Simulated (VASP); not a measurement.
# BP (F-43m) in VASP: notebook

Runs on BP. Level: r2SCAN. Tasks: single point.

Everything below comes from runs of VASP 6.6.1. Logs are shortened: lines on timing, memory, paths and dates and some standing lists are left out, and cuts for length are marked.

### 1 The cell of the first run

The structure is cubic, space group F-43m (No. 216). Conventional cell: a = 4.538 Å, b = 4.538 Å, c = 4.538 Å, α = 90.00°, β = 90.00°, γ = 90.00°. B (site symmetry -43m) has 4 P at 1.97 Å within 2.6 Å. P (site symmetry -43m) has 4 B at 1.97 Å within 2.6 Å.

### 2 Single point, r2SCAN

The input, POSCAR:

```
BP
1.0
    0.0000000000      2.2690000000      2.2690000000
    2.2690000000      0.0000000000      2.2690000000
    2.2690000000      2.2690000000      0.0000000000
B P
1 1
Direct
    0.0000000000      0.0000000000      0.0000000000
    0.7500000000      0.7500000000      0.7500000000
```

The input, INCAR.step1:

```
PREC = Accurate
ENCUT = 550
ISMEAR = 0
SIGMA = 0.1
LREAL = F
LASPH = T
NELM = 120
NBANDS = 11
GGA = PE
ALGO = Normal
EDIFF = 1E-5
LWAVE = T
LCHARG = F
GGA_COMPAT = F
```

The input, INCAR.step2:

```
PREC = Accurate
ENCUT = 550
EDIFF = 1E-6
ISMEAR = 0
SIGMA = 0.1
LREAL = F
LASPH = T
NELM = 120
ALGO = Normal
ISIF = 2
LWAVE = F
LCHARG = F
METAGGA = R2SCAN
LMIXTAU = T
NBANDS = 11
ISTART = 1
GGA_COMPAT = F
```

The input, KPOINTS:

```
Automatic mesh
0
Gamma
  6 6 6
```

Potentials or basis: VASP PAW PBE potentials, release 64 (B, P).

Launch:

```console
$ cat potpaw_PBE.64/B/POTCAR potpaw_PBE.64/P/POTCAR > POTCAR
$ cp INCAR.step1 INCAR
$ mpirun -np 1 vasp_std > vasp.out
$ cp INCAR.step2 INCAR
$ mpirun -np 1 vasp_std > vasp.out
```

OUTCAR:

```text
PREC = Accurate
   ENCUT = 550
   EDIFF = 1E-6
   ISMEAR = 0
   LREAL = F
   LASPH = T
   NELM = 120
   ISIF = 2
   METAGGA = R2SCAN
   ISTART = 1

 ion  position               nearest neighbor table
   1  0.000  0.000  0.000-   2 1.97   2 1.97   2 1.97   2 1.97
   2  0.750  0.750  0.750-   1 1.97   1 1.97   1 1.97   1 1.97

  LATTYP: Found a face centered cubic cell.
 ALAT       =     4.5380000000

  Lattice vectors:

 A1 = (   0.0000000000,   2.2690000000,   2.2690000000)
 A2 = (   2.2690000000,   0.0000000000,   2.2690000000)
 A3 = (   2.2690000000,   2.2690000000,   0.0000000000)

Analysis of symmetry for initial positions (statically):
=====================================================================
 Subroutine PRICEL returns:
 Original cell was already a primitive cell.

 Routine SETGRP: Setting up the symmetry group for a
 face centered cubic supercell.

 Subroutine GETGRP returns: Found 24 space group operations
 (whereof 24 operations were pure point group operations)
 out of a pool of 48 trial point group operations.

The static configuration has the point symmetry T_d .

Analysis of symmetry for dynamics (positions and initial velocities):
=====================================================================
 Subroutine PRICEL returns:
 Original cell was already a primitive cell.

 Routine SETGRP: Setting up the symmetry group for a
 face centered cubic supercell.

 Subroutine GETGRP returns: Found 24 space group operations
 (whereof 24 operations were pure point group operations)
 out of a pool of 48 trial point group operations.

The dynamic configuration has the point symmetry T_d .

 Subroutine INISYM returns: Found 24 space group operations
 (whereof 24 operations are pure point group operations),
 and found     1 'primitive' translations

----------------------------------------------------------------------------------------

                                     Primitive cell

  volume of cell :      23.3633

  direct lattice vectors                    reciprocal lattice vectors
     0.000000000  2.269000000  2.269000000    -0.220361393  0.220361393  0.220361393
     2.269000000  0.000000000  2.269000000     0.220361393 -0.220361393  0.220361393
     2.269000000  2.269000000  0.000000000     0.220361393  0.220361393 -0.220361393

  length of vectors
     3.208850573  3.208850573  3.208850573     0.381677128  0.381677128  0.381677128

  position of ions in fractional coordinates (direct lattice)
     0.000000000  0.000000000  0.000000000
     0.750000000  0.750000000  0.750000000

  ion indices of the primitive-cell ions
   primitive index   ion index
                 1           1
                 2           2

----------------------------------------------------------------------------------------

 KPOINTS: Automatic mesh

Automatic generation of k-mesh.
 Grid dimensions read from file:
 generate k-points for:    6    6    6

 Generating k-lattice:

  Cartesian coordinates                     Fractional coordinates (reciprocal lattice)
    -0.036726899  0.036726899  0.036726899     0.166666667  0.000000000  0.000000000
     0.036726899 -0.036726899  0.036726899     0.000000000  0.166666667  0.000000000
     0.036726899  0.036726899 -0.036726899     0.000000000  0.000000000  0.166666667

  Length of vectors
     0.063612855  0.063612855  0.063612855

  Shift w.r.t. Gamma in fractional coordinates (k-lattice)
     0.000000000  0.000000000  0.000000000

 Subroutine IBZKPT returns following result:
 ===========================================

 Found     16 irreducible k-points:

 Following reciprocal coordinates:
            Coordinates               Weight
  0.000000  0.000000  0.000000      1.000000
  0.166667  0.000000  0.000000      8.000000
  0.333333  0.000000  0.000000      8.000000
  0.500000  0.000000  0.000000      4.000000
  0.166667  0.166667  0.000000      6.000000
  0.333333  0.166667  0.000000     24.000000
[... 8 lines left out ...]
 -0.333333  0.333333  0.166667     24.000000
 -0.333333  0.500000  0.166667     12.000000
   k-points           NKPTS =     16   k-points in BZ     NKDIM =     16   number of bands    NBANDS=     11
   number of dos      NEDOS =    301   number of ions     NIONS =      2
   total plane-waves  NPLWV =  21952
   dimension x,y,z NGX =    28 NGY =   28 NGZ =   28
   dimension x,y,z NGXF=    56 NGYF=   56 NGZF=   56
   ions per type =               1   1
   NGX,Y,Z   is equivalent  to a cutoff of  14.51, 14.51, 14.51 a.u.
   NGXF,Y,Z  is equivalent  to a cutoff of  29.01, 29.01, 29.01 a.u.
 SYSTEM =  unknown system
   PREC   = accura    normal or accurate (medium, high low for compatibility)
   ISTART =      1    job   : 0-new  1-cont  2-samecut
   ICHARG =      0    charge: 1-file 2-atom 10-const
   ISPIN  =      1    spin polarized calculation?
   LNONCOLLINEAR =      F non collinear calculations
   LSORBIT =      F    spin-orbit coupling
   LASPH  =      T    aspherical Exc in radial PAW
   ENCUT  =  550.0 eV  40.42 Ry    6.36 a.u.   6.14  6.14  6.14*2*pi/ulx,y,z
   NELM   =    120;   NELMIN=  2; NELMDL=  0     # of ELM steps
   EDIFF  = 0.1E-05   stopping-criterion for ELM
   LREAL  =      F    real-space projection
   EDIFFG = 0.1E-04   stopping-criterion for IOM
   NSW    =      0    number of steps for IOM
   IBRION =     -1    ionic relax: 0-MD 1-quasi-New 2-CG
   NFREE  =      0    steps in history (QN), initial steepest desc. (CG)
   ISIF   =      2    stress and relaxation
   ISYM   =      2    0-nonsym 1-usesym 2-fastsym
   POTIM  = 0.5000    time-step for ionic-motion
   TEBEG  =    0.0;   TEEND  =   0.0 temperature during run
   PSTRESS=    0.0 pullay stress
   NELECT =       8.0000    total number of electrons
   NUPDOWN=      -1.0000    fix difference up-down
   EMIN   =  10.00;   EMAX   =-10.00  energy-range for DOS
   EFERMI =   0.00;   METHOD = LEGACY
   ISMEAR =     0;   SIGMA  =   0.10  broadening in eV -4-tet -1-fermi 0-gaus
   EFERMI_NEDOS =   21; number of points for ismear=-14 and -15
   IALGO  =     38    algorithm
   IMIX   =      4    mixing-type and parameters
     AMIX     =   0.40;   BMIX     =  1.00
     AMIX_MAG =   1.60;   BMIX_MAG =  1.00
  volume/ion in A,a.u.               =      11.68        78.83
  Fermi-wavevector in a.u.,A,eV,Ry     =   1.145320  2.164342 17.847562  1.311759
  Thomas-Fermi vector in A             =   2.282009
   LORBIT       =      0    0 simple, 1 ext, 2 COOP (PROOUT), +10 PAW based schemes
   METAGGA = R2SCAN    functional components
   LHFCALC =     F    Hartree Fock is set to
   AEXX    =    0.0000 exact exchange contribution
   IVDW    =     0    specifies the selected vdW correction
   LEPSILON=     F    determine dielectric tensor
   LRPA    =     F    only Hartree local field effects (RPA)
 non-spin polarized calculation
 Gauss-broadening in eV      SIGMA  =   0.10
  energy-cutoff  :      550.00
  volume of cell :       23.36
 maximum number of plane-waves:       701
 NGX is ok and might be reduce to    28
   NGX = 13   NGY = 13   NGZ = 13

 number of electron       8.0000000 magnetization

 Free energy of the ion-electron system (eV)
  ---------------------------------------------------
  ext. energy  EPLUGINS =         0.00000000
  ---------------------------------------------------
  free energy    TOTEN  =       -17.29547749 eV

  energy without entropy =      -17.29547749  energy(sigma->0) =      -17.29547749

 E-fermi :   7.8948     XC(G=0): -11.4981

 val. band max:        7.3939213502   @ k =   0.0000   0.0000   0.0000
 cond. band min:       8.9313355757   @ k =   0.5000   0.5000   0.0000
 fundamental gap:      1.5374142255
 Fermi energy:         7.8947596207

 k-point     1 :       0.0000    0.0000    0.0000
  band No.  band energies     occupation
      1      -8.8660      2.00000
      2       7.3939      2.00000
      3       7.3939      2.00000
      4       7.3939      2.00000
      5      11.0331      0.00000
      6      11.0331      0.00000
      7      11.0331      0.00000
      8      15.4054      0.00000
      9      19.7935      0.00000
     10      20.0374      0.00000
     11      20.0374      0.00000

 k-point     2 :       0.1667    0.0000    0.0000
  band No.  band energies     occupation
      1      -8.3428      2.00000
      2       4.4085      2.00000
      3       6.6899      2.00000
      4       6.6899      2.00000
      5      11.7472      0.00000
      6      11.9970      0.00000
      7      11.9970      0.00000
      8      16.7583      0.00000
      9      18.8587      0.00000
     10      18.8587      0.00000
     11      21.0701      0.00000

 k-point     3 :       0.3333    0.0000    0.0000
  band No.  band energies     occupation
      1      -6.8537      2.00000
      2       0.3126      2.00000
      3       5.8368      2.00000
      4       5.8368      2.00000
      5      11.6497      0.00000
      6      12.5800      0.00000
      7      12.5800      0.00000
      8      18.3099      0.00000
      9      19.9115      0.00000
     10      19.9115      0.00000
     11      21.7217      0.00000

 k-point     4 :       0.5000    0.0000    0.0000
  band No.  band energies     occupation
      1      -5.3737      2.00000
      2      -2.1070      2.00000
      3       5.5288      2.00000
      4       5.5288      2.00000
      5      11.5313      0.00000
      6      12.4222      0.00000
      7      12.4222      0.00000
      8      18.3103      0.00000
      9      22.8754      0.00000
     10      22.8754      0.00000
     11      23.2526      0.00000

 k-point     5 :       0.1667    0.1667    0.0000
  band No.  band energies     occupation
      1      -8.1670      2.00000
      2       5.3454      2.00000
      3       5.5652      2.00000
      4       5.5652      2.00000
      5      10.0712      0.00000
      6      13.6564      0.00000
      7      13.6564      0.00000
      8      14.7930      0.00000
      9      18.7262      0.00000
     10      20.8010      0.00000
     11      21.8692      0.00000
[... 99 lines left out ...]
 k-point    13 :       0.5000    0.5000    0.0000
  band No.  band energies     occupation
      1      -3.7057      2.00000
      2      -1.7334      2.00000
      3       3.0487      2.00000
      4       3.0487      2.00000
      5       8.9313      0.00000
      6       9.3005      0.00000
      7      20.4571      0.00000
      8      20.4571      0.00000
      9      23.7920      0.00000
     10      24.9954      0.00000
     11      26.2701      0.00000

 k-point    14 :       0.5000    0.3333    0.1667
  band No.  band energies     occupation
      1      -5.5630      2.00000
      2       0.4870      2.00000
      3       2.1437      2.00000
      4       3.9621      2.00000
      5      11.7440      0.00000
      6      13.3354      0.00000
      7      14.3258      0.00000
      8      17.5809      0.00000
      9      20.9949      0.00000
     10      21.7299      0.00000
     11      26.2701      0.00000

 k-point    15 :      -0.3333    0.3333    0.1667
  band No.  band energies     occupation
      1      -4.1794      2.00000
      2      -1.1990      2.00000
      3       1.6201      2.00000
      4       3.2220      2.00000
      5      12.2939      0.00000
      6      13.4893      0.00000
      7      16.6362      0.00000
      8      17.1709      0.00000
      9      18.5705      0.00000
     10      23.1586      0.00000
     11      26.0158      0.00000

 k-point    16 :      -0.3333    0.5000    0.1667
  band No.  band energies     occupation
      1      -3.4994      2.00000
      2      -1.3772      2.00000
      3       1.8453      2.00000
      4       1.9691      2.00000
      5      11.5595      0.00000
      6      12.1988      0.00000
      7      17.1612      0.00000
      8      17.8466      0.00000
      9      21.2562      0.00000
     10      24.6007      0.00000
     11      24.8576      0.00000

------------------------ aborting loop because EDIFF is reached ----------------------------------------

  FORCE on cell =-STRESS in cart. coord.  units (eV):
  Direction    XX          YY          ZZ          XY          YZ          ZX
  --------------------------------------------------------------------------------------
  -------------------------------------------------------------------------------------
  Total       -0.0806278     -0.0806278     -0.0806278      0.0000000     -0.0000000      0.0000000
  in kB       -5.5291934     -5.5291934     -5.5291934      0.0000000     -0.0000000      0.0000000
  external PRESSURE =      -5.5291934 kB  Pullay stress =       0.0000000 kB

 VOLUME and BASIS-vectors are now :
 -----------------------------------------------------------------------------
  energy-cutoff  :      550.00
  volume of cell :       23.36
      direct lattice vectors                 reciprocal lattice vectors
     0.000000000  2.269000000  2.269000000    -0.220361393  0.220361393  0.220361393
     2.269000000  0.000000000  2.269000000     0.220361393 -0.220361393  0.220361393
     2.269000000  2.269000000  0.000000000     0.220361393  0.220361393 -0.220361393

 POSITION                                       TOTAL-FORCE (eV/Angst)
 -----------------------------------------------------------------------------------
      0.00000      0.00000      0.00000        -0.000000      0.000000     -0.000000
      3.40350      3.40350      3.40350         0.000000     -0.000000      0.000000
 -----------------------------------------------------------------------------------
    total drift:                                0.000000      0.000000      0.000000

  FREE ENERGIE OF THE ION-ELECTRON SYSTEM (eV)
  ---------------------------------------------------
  free  energy   TOTEN  =       -17.2954774890 eV

  energy  without entropy=      -17.2954774890  energy(sigma->0) =      -17.29547749
```

Wall time 61 s (1 thread of Intel Xeon 8259CL, shared host); peak memory 0.15 GiB.

What came out:

```yaml
Free_energy: -17.2955 eV
Pressure: -0.6 GPa
Band_gap_on_the_k_mesh: 1.54 eV (least direct gap 3.64 eV)
```

Caveat: the PAW data sets were made with another functional, which shifts forces and pressure a little. A k mesh can miss the band edges.

(Continued in part 2 of 2.)
